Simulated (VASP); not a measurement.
# K (P6/mmm) in VASP: a series of runs, part 2 of 2

VASP 6.6.1. Earlier steps stand in the parts before.

### 4 Single point, r2SCAN (82.99 Å³/atom)

This run uses another cell than the first one, of 82.99 Å³/atom.

File POSCAR:

```
K
1.0
    7.8497324463      0.0000000000      0.0000000000
   -3.9248662232      6.7980677114      0.0000000000
    0.0000000000      0.0000000000      4.6655944013
K
3
Direct
    1.0000000000      1.0000000000      1.0000000000
    0.3333333333      0.6666666667      0.5000000000
    0.6666666667      0.3333333333      0.5000000000
```

File INCAR.step1:

```
SYSTEM = K
ALGO = Normal
EDIFF = 1E-5
ENCUT = 550
GGA = PE
GGA_COMPAT = .False.
ISMEAR = -1
LASPH = .True.
LCHARG = .False.
LREAL = .False.
LWAVE = .True.
NBANDS = 20
NELM = 120
PREC = Accurate
SIGMA = 0.1
```

File INCAR.step2:

```
SYSTEM = K
ALGO = Normal
EDIFF = 1E-6
ENCUT = 550
GGA_COMPAT = .False.
ISIF = 2
ISMEAR = -1
ISTART = 1
LASPH = .True.
LCHARG = .False.
LMIXTAU = .True.
LREAL = .False.
LWAVE = .False.
METAGGA = R2SCAN
NBANDS = 20
NELM = 120
PREC = Accurate
SIGMA = 0.1
```

File KPOINTS:

```
k-points
0
Gamma
  6 6 8
  0 0 0
```

Potentials or basis: VASP PAW PBE potentials, release 64 (K_sv).

Started as:

```
$ cat potpaw_PBE.64/K_sv/POTCAR > POTCAR
$ cp INCAR.step1 INCAR
$ mpirun -np 1 vasp_std > vasp.out
$ cp INCAR.step2 INCAR
$ mpirun -np 1 vasp_std > vasp.out
```

OUTCAR:

```text
SYSTEM = K
   EDIFF = 1E-6
   ENCUT = 550
   ISIF = 2
   ISMEAR = -1
   ISTART = 1
   LASPH = .True.
   LREAL = .False.
   METAGGA = R2SCAN
   NELM = 120
   PREC = Accurate

 ion  position               nearest neighbor table
   1  0.000  0.000  0.000-
   2  0.333  0.667  0.500-
   3  0.667  0.333  0.500-

  LATTYP: Found a hexagonal cell.
 ALAT       =     7.8497324463
 C/A-ratio  =     0.5943634937

  Lattice vectors:

 A1 = (   7.8497324463,   0.0000000000,   0.0000000000)
 A2 = (  -3.9248662232,   6.7980677114,   0.0000000000)
 A3 = (   0.0000000000,   0.0000000000,   4.6655944013)

Analysis of symmetry for initial positions (statically):
=====================================================================
 Subroutine PRICEL returns:
 Original cell was already a primitive cell.

 Routine SETGRP: Setting up the symmetry group for a
 hexagonal supercell.

 Subroutine GETGRP returns: Found 24 space group operations
[... 162 lines left out ...]
  ---------------------------------------------------
  free energy    TOTEN  =       -18.03134848 eV

  energy without entropy =      -17.95218163  energy(sigma->0) =      -17.99176506

 E-fermi :  -0.3080     XC(G=0):  -5.6094

 val. band max:       -0.3106957571   @ k =   0.1667   0.1667   0.0000
 cond. band min:      -0.2167906200   @ k =   0.1667   0.1667   0.1250
 fundamental gap:      0.0939051371
 Fermi energy:        -0.3080358595

 k-point     1 :       0.0000    0.0000    0.0000
  band No.  band energies     occupation
      1     -34.0975      2.00000
      2     -34.0943      2.00000
      3     -33.9991      2.00000
      4     -16.8143      2.00000
      5     -16.8143      2.00000
      6     -16.7821      2.00000
[... 541 lines left out ...]
     19       2.0804      0.00000
     20       2.8858      0.00000

 [... further k-points ...]

------------------------ aborting loop because EDIFF is reached ----------------------------------------

  FORCE on cell =-STRESS in cart. coord.  units (eV):
  Direction    XX          YY          ZZ          XY          YZ          ZX
  --------------------------------------------------------------------------------------
  -------------------------------------------------------------------------------------
  Total       -0.3583555     -0.3583555     -0.3385797      0.0000000      0.0000000      0.0000000
  in kB       -2.3060957     -2.3060957     -2.1788342      0.0000000      0.0000000      0.0000000
  external PRESSURE =      -2.2636752 kB  Pullay stress =       0.0000000 kB

 VOLUME and BASIS-vectors are now :
 -----------------------------------------------------------------------------
  energy-cutoff  :      550.00
  volume of cell :      248.97
      direct lattice vectors                 reciprocal lattice vectors
     7.849732446  0.000000000  0.000000000     0.127392877  0.073550312  0.000000000
    -3.924866223  6.798067711  0.000000000     0.000000000  0.147100624  0.000000000
     0.000000000  0.000000000  4.665594401     0.000000000  0.000000000  0.214334962

 POSITION                                       TOTAL-FORCE (eV/Angst)
 -----------------------------------------------------------------------------------
      0.00000      0.00000      0.00000         0.000000      0.000000      0.000000
     -0.00000      4.53205      2.33280        -0.000000      0.000000      0.000000
      3.92487      2.26602      2.33280         0.000000     -0.000000      0.000000
 -----------------------------------------------------------------------------------
    total drift:                                0.000000     -0.000000      0.000000

  FREE ENERGIE OF THE ION-ELECTRON SYSTEM (eV)
  ---------------------------------------------------
  free  energy   TOTEN  =       -18.0313484836 eV

  energy  without entropy=      -17.9521816329  energy(sigma->0) =      -17.99176506
```

OUTCAR.step1:

```text
SYSTEM = K
   EDIFF = 1E-5
   ENCUT = 550
   GGA = PE
   ISMEAR = -1
   LASPH = .True.
[... 777 lines left out ...]
      0.00000      0.00000      0.00000         0.000000      0.000000      0.000000
     -0.00000      4.53205      2.33280        -0.000000     -0.000000     -0.000000
      3.92487      2.26602      2.33280        -0.000000      0.000000      0.000000
 -----------------------------------------------------------------------------------
    total drift:                                0.000000     -0.000000      0.000000

  FREE ENERGIE OF THE ION-ELECTRON SYSTEM (eV)
  ---------------------------------------------------
  free  energy   TOTEN  =        -3.1254932421 eV

  energy  without entropy=       -3.0416528496  energy(sigma->0) =       -3.08357305
```

Wall time 7.1 min (1 thread of Intel Xeon Platinum 8488C (Sapphire Rapids), shared host); peak memory 0.45 GiB.

Results:

| Quantity | Value |
| --- | --- |
| Free energy | -18.0313 eV |
| Pressure | -0.2 GPa |
| Band gap on the k mesh | zero (an odd number of electrons rules out a gap without spin polarisation) |

Caveat: the PAW data sets were made with another functional, which shifts forces and pressure a little.

### 5 The runs side by side

| cell | gap on the mesh (eV) | pressure (GPa) |
| --- | --- | --- |
| a = 7.651, b = 7.651, c = 4.547 Å, angles 90.0, 90.0, 120.0°, 3 atoms | none | 0.0 |
| a = 7.752, b = 7.752, c = 4.607 Å, angles 90.0, 90.0, 120.0°, 3 atoms | none | -0.1 |
| a = 7.850, b = 7.850, c = 4.666 Å, angles 90.0, 90.0, 120.0°, 3 atoms | none | -0.2 |

Alike in all rows: task single point; level r2SCAN; potentials or basis VASP PAW PBE potentials, release 64 (K_sv); no spin polarisation; k mesh 6 × 6 × 8; cutoff (eV) 550; smearing fermi-dirac 0.1 eV.

Caveats: the PAW data sets were made with another functional, which shifts forces and pressure a little.

Total energies depend on the potentials used, so only differences within one code and one set of settings carry meaning.

The gap in the log of VASP goes by the Fermi energy; the results here count the filled bands.